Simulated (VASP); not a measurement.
# Ge (Pm-3m) in VASP: a series of runs, part 2 of 2

VASP 6.6.1. Earlier steps stand in the parts before.

### Step 3. Single point, PBE-based screened hybrid with 25 % exact exchange

This run uses another cell than the first one, of 19.91 Å³/atom.

Contents of POSCAR:

```
Ge
1.0
    2.7104700000      0.0000000000      0.0000000000
    0.0000000000      2.7104700000      0.0000000000
    0.0000000000      0.0000000000      2.7104700000
Ge
1
Direct
    0.0000000000      0.0000000000      0.0000000000
```

Contents of INCAR.step1:

```
  PREC = Accurate
  ENCUT = 520
  EDIFF = 1E-5
  ISMEAR = -1
  SIGMA = 0.05
  LREAL = False
  LASPH = True
  NELM = 60
  ALGO = Normal
  ISIF = 2
  LWAVE = True
  LCHARG = False
  GGA = PE
  NBANDS = 13
```

Contents of INCAR.step2:

```
  PREC = Accurate
  ENCUT = 520
  EDIFF = 1E-7
  ISMEAR = -1
  SIGMA = 0.05
  LREAL = False
  LASPH = True
  NELM = 60
  ALGO = Normal
  ISIF = 2
  LWAVE = False
  LCHARG = False
  GGA = PE
  LHFCALC = True
  AEXX = 0.25
  HFSCREEN = 0.3
  PRECFOCK = Normal
  ISTART = 1
  NBANDS = 13
```

Contents of KPOINTS:

```
Automatic mesh
0
Gamma
  5 5 5
```

Potentials or basis: VASP PAW PBE potentials, release 64 (Ge_d).

Run with:

```console
> cat potpaw_PBE.64/Ge_d/POTCAR > POTCAR
> cp INCAR.step1 INCAR
> mpirun -np 1 vasp_std > vasp.out
> cp INCAR.step2 INCAR
> mpirun -np 1 vasp_std > vasp.out
```

OUTCAR:

```text
PREC = Accurate
   ENCUT = 520
   EDIFF = 1E-7
   ISMEAR = -1
   LREAL = False
   LASPH = True
   NELM = 60
   ISIF = 2
   GGA = PE
   LHFCALC = True
   AEXX = 0.25
   HFSCREEN = 0.3
   PRECFOCK = Normal
   ISTART = 1

 ion  position               nearest neighbor table
   1  0.000  0.000  0.000-

  LATTYP: Found a simple cubic cell.
 ALAT       =     2.7104700000

  Lattice vectors:

 A1 = (   2.7104700000,   0.0000000000,   0.0000000000)
 A2 = (   0.0000000000,   2.7104700000,   0.0000000000)
 A3 = (   0.0000000000,   0.0000000000,   2.7104700000)

Analysis of symmetry for initial positions (statically):
=====================================================================
 Subroutine PRICEL returns:
 Original cell was already a primitive cell.

 Routine SETGRP: Setting up the symmetry group for a
 simple cubic supercell.

 Subroutine GETGRP returns: Found 48 space group operations
 (whereof 48 operations were pure point group operations)
 out of a pool of 48 trial point group operations.

The static configuration has the point symmetry O_h .

Analysis of symmetry for dynamics (positions and initial velocities):
=====================================================================
 Subroutine PRICEL returns:
 Original cell was already a primitive cell.

 Routine SETGRP: Setting up the symmetry group for a
 simple cubic supercell.

 Subroutine GETGRP returns: Found 48 space group operations
 (whereof 48 operations were pure point group operations)
 out of a pool of 48 trial point group operations.

The dynamic configuration has the point symmetry O_h .

 Subroutine INISYM returns: Found 48 space group operations
 (whereof 48 operations are pure point group operations),
 and found     1 'primitive' translations

[... 106 lines left out ...]
   NKREDX  =     1    reduce k-point grid by
   NKREDY  =     1    reduce k-point grid by
   NKREDZ  =     1    reduce k-point grid by
   AEXX    =    0.2500 exact exchange contribution
   HFSCREEN=    0.3000 screening length (either q_TF or 0.3 A-1)
   HFSCREENC=   0.3000 screening length for correlation (either q_TF or 0.3 A-1)
   ENCUTFOCK=  -1.0 apply spherical cutoff to Coloumb kernel
   IVDW    =     0    specifies the selected vdW correction
   LEPSILON=     F    determine dielectric tensor
   LRPA    =     F    only Hartree local field effects (RPA)
 non-spin polarized calculation
  energy-cutoff  :      520.00
  volume of cell :       19.91
 maximum number of plane-waves:       543
  NGX = 16; NGY = 16; NGZ = 16

 number of electron      13.9999969 magnetization

 Free energy of the ion-electron system (eV)
  ---------------------------------------------------
  ext. energy  EPLUGINS =         0.00000000
  ---------------------------------------------------
  free energy    TOTEN  =        -4.97603983 eV

  energy without entropy =       -4.97271429  energy(sigma->0) =       -4.97437706

 E-fermi :   5.3025     XC(G=0):  -9.1489

 val. band max:        5.1456952078   @ k =   0.4000   0.4000   0.2000
 cond. band min:       6.2418354017   @ k =   0.4000   0.4000   0.4000
 fundamental gap:      1.0961401939
 Fermi energy:         5.3024699223

 k-point     1 :       0.0000    0.0000    0.0000
  band No.  band energies     occupation
      1     -22.0246      2.00000
      2     -22.0246      2.00000
      3     -21.7814      2.00000
      4     -21.7814      2.00000
      5     -21.7814      2.00000
      6      -8.2435      2.00000
      7      13.1315      0.00000
      8      13.1315      0.00000
      9      13.1315      0.00000
     10      16.4285      0.00000
     11      16.4285      0.00000
     12      19.0124      0.00000
     13      35.5691      0.00000
[... 130 lines left out ...]
  band No.  band energies     occupation
      1     -21.9073      2.00000
      2     -21.9055      2.00000
      3     -21.9055      2.00000
      4     -21.7384      2.00000
      5     -21.7384      2.00000
      6       1.6422      2.00000
      7       6.2418      0.00000
      8       6.2418      0.00000
      9       8.2475      0.00000
     10      13.6519      0.00000
     11      14.4033      0.00000
     12      14.4033      0.00000
     13      19.5547      0.00000

------------------------ aborting loop because EDIFF is reached ----------------------------------------

  FORCE on cell =-STRESS in cart. coord.  units (eV):
  Direction    XX          YY          ZZ          XY          YZ          ZX
  --------------------------------------------------------------------------------------
  -------------------------------------------------------------------------------------
  Total       -0.1088277     -0.1088277     -0.1088277      0.0000000      0.0000000      0.0000000
  in kB       -8.7562090     -8.7562090     -8.7562090      0.0000000      0.0000000      0.0000000
  external PRESSURE =      -8.7562090 kB  Pullay stress =       0.0000000 kB

 VOLUME and BASIS-vectors are now :
 -----------------------------------------------------------------------------
  energy-cutoff  :      520.00
  volume of cell :       19.91
      direct lattice vectors                 reciprocal lattice vectors
     2.710470000  0.000000000  0.000000000     0.368939704  0.000000000  0.000000000
     0.000000000  2.710470000  0.000000000     0.000000000  0.368939704  0.000000000
     0.000000000  0.000000000  2.710470000     0.000000000  0.000000000  0.368939704

 POSITION                                       TOTAL-FORCE (eV/Angst)
 -----------------------------------------------------------------------------------
      0.00000      0.00000      0.00000         0.000000      0.000000      0.000000
 -----------------------------------------------------------------------------------
    total drift:                               -0.000001     -0.000000     -0.000000

  FREE ENERGIE OF THE ION-ELECTRON SYSTEM (eV)
  ---------------------------------------------------
  free  energy   TOTEN  =        -4.9760398306 eV

  energy  without entropy=       -4.9727142861  energy(sigma->0) =       -4.97437706
```

OUTCAR.step1:

```text
PREC = Accurate
   ENCUT = 520
   EDIFF = 1E-5
   ISMEAR = -1
   LREAL = False
[... 358 lines left out ...]

 POSITION                                       TOTAL-FORCE (eV/Angst)
 -----------------------------------------------------------------------------------
      0.00000      0.00000      0.00000         0.000000      0.000000      0.000000
 -----------------------------------------------------------------------------------
    total drift:                               -0.000000      0.000000      0.000000

  FREE ENERGIE OF THE ION-ELECTRON SYSTEM (eV)
  ---------------------------------------------------
  free  energy   TOTEN  =        -4.4092064111 eV

  energy  without entropy=       -4.4058808421  energy(sigma->0) =       -4.40754363
```

OSZICAR.step1:

```text
N       E                     dE             d eps       ncg     rms          rms(c)
DAV:   1     0.609735536790E+02    0.60974E+02   -0.74143E+03   293   0.301E+03
DAV:   2     0.112439372279E+01   -0.59849E+02   -0.57354E+02   290   0.411E+02
DAV:   3    -0.434012054125E+01   -0.54645E+01   -0.54357E+01   280   0.715E+01
DAV:   4    -0.441236780497E+01   -0.72247E-01   -0.72239E-01   310   0.857E+00
DAV:   5    -0.441310344262E+01   -0.73564E-03   -0.73561E-03   315   0.101E+00    0.135E+00
DAV:   6    -0.440991422870E+01    0.31892E-02   -0.49555E-03   315   0.159E+00    0.776E-01
DAV:   7    -0.440921898897E+01    0.69524E-03   -0.37938E-03   310   0.114E+00    0.710E-02
DAV:   8    -0.440920975421E+01    0.92348E-05   -0.60568E-04   315   0.571E-01    0.302E-02
DAV:   9    -0.440920641105E+01    0.33432E-05   -0.23986E-05   315   0.103E-01
   1 F= -.44092064E+01 E0= -.44075436E+01  d E =-.332557E-02
```

It took 5.4 min on 1 thread of Intel Xeon 8259CL, shared host; peak memory 0.23 GiB.

Results:

| Property | Result |
| --- | --- |
| Free energy | -4.9760 eV |
| Pressure | -0.9 GPa |
| Band gap on the k mesh | zero (bands 7 and 8 overlap by 8.78 eV) |

Levels at points of the mesh, in eV from the Fermi level:
| k point | band 4 | band 5 | band 6 | band 7 | band 8 | band 9 |
| --- | --- | --- | --- | --- | --- | --- |
| (0.00, 0.00, 0.00) | -27.08 | -27.08 | -13.55 | 7.83 | 7.83 | 7.83 |

Caveat: the k points lie up to 0.46 Å⁻¹ apart, too coarse for converged energies and pressures of a metal; the PAW data sets were made with another functional, which shifts forces and pressure a little.

The gap in the log of VASP goes by the Fermi energy; the results here count the filled bands.